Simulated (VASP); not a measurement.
A run of VASP 6.6.1 is set up as follows.

Contents of INCAR:

```
SYSTEM = Cd2H
PREC     = Accurate       ! precision mode
ENCUT    = 600            ! plane-wave cutoff, eV
EDIFF    = 1E-7           ! SCF threshold, eV
ISMEAR   = 0              ! smearing method
SIGMA    = 0.1            ! smearing width, eV
LREAL    = .FALSE.        ! projectors in reciprocal space
LASPH    = .TRUE.         ! aspherical terms in the spheres
NELM     = 100            ! most SCF steps
ALGO     = Normal         ! electronic algorithm
ISIF     = 3              ! what is computed and relaxed
LWAVE    = .FALSE.        ! write WAVECAR
LCHARG   = .FALSE.        ! write CHGCAR
GGA      = PE             ! functional
IBRION   = 2              ! ionic algorithm
NSW      = 90             ! ionic steps
EDIFFG   = -0.04          ! ionic threshold
```

KPOINTS

```
Automatic mesh
0
G
  4 4 4
  0 0 0
```

File POSCAR:

```
Cd2H
1.0
    0.0000000000      3.7857268619      3.7857268619
    3.7857268619      0.0000000000      3.7857268619
    3.7857268619      3.7857268619      0.0000000000
Cd H
4 2
Direct
    0.6250000000      0.6250000000      0.6250000000
    0.1250000000      0.6250000000      0.6250000000
    0.6250000000      0.6250000000      0.1250000000
    0.6250000000      0.1250000000      0.6250000000
    0.0000000000      0.0000000000      0.0000000000
    0.2500000000      0.2500000000      0.2500000000
```

Potentials or basis: VASP PAW PBE potentials, release 64 (Cd, H).

Command:

```bash
$ cat potpaw_PBE.64/Cd/POTCAR potpaw_PBE.64/H/POTCAR > POTCAR
$ mpirun -np 1 vasp_std > vasp.out
```

(1) What does it give for the relaxed cell?

(2) Estimate the space group after relaxing (to 0.05 Å).

(3) Predict the band gap on the k mesh.

Answers

(1) a = 5.786 Å, b = 5.786 Å, c = 5.786 Å, α = 60.00°, β = 60.00°, γ = 60.00°.

(2) Fd-3m (No. 227).

(3) zero (band 25 reaches 0.93 eV, above the bottom of band 26 at -1.11 eV).
